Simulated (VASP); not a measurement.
Set up this calculation in VASP 6.6.1, as the native input.

```
Task                   : single point
Functional             : PBE
Potentials or basis    : VASP PAW PBE potentials, release 64 (Mo_sv)
Cutoff                 : 520 eV
k mesh                 : 22 × 22 × 22
Occupations            : gaussian, width 0.15 eV
Spin                   : no spin polarisation
Dipole correction      : no
Further INCAR settings : ALGO = Normal; EDIFF = 1e-06; NBANDS = 13
```

The structure of Mo lies in POSCAR:

```
Mo
1.0
   -1.5945650000      1.5945650000      1.5945650000
    1.5945650000     -1.5945650000      1.5945650000
    1.5945650000      1.5945650000     -1.5945650000
Mo
1
Direct
    0.0000000000      0.0000000000      0.0000000000
```

This cell differs from its parent crystal: strain +0.015 along x and y, +0.015 along z.

These files were run (other wordings do the same):

INCAR

```
SYSTEM = Mo
PREC = Accurate ; ENCUT = 520
EDIFF = 1E-6 ; ISMEAR = 0
SIGMA = 0.15 ; LREAL = .FALSE.
LASPH = .TRUE. ; NELM = 60
ALGO = Normal ; ISIF = 2
LWAVE = .FALSE. ; LCHARG = .FALSE.
GGA = PE ; NBANDS = 13
```

KPOINTS

```
Automatic mesh
0
G
  22 22 22
  0 0 0
```

Potentials or basis: VASP PAW PBE potentials, release 64 (Mo_sv).

Command:

```sh
$ cat potpaw_PBE.64/Mo_sv/POTCAR > POTCAR
$ mpirun -np 1 vasp_std > vasp.out
```

It gave:

- Pressure: -6.1 GPa
- Band gap on the k mesh: zero (bands 7 and 8 overlap by 5.07 eV)

Caveat: the cell differs from its parent crystal (strain +0.015 along x and y, +0.015 along z); the cell stands under tension.

Wall time 87 s on 1 thread of Intel Xeon 8259CL (shared host), peak memory 0.19 GiB.
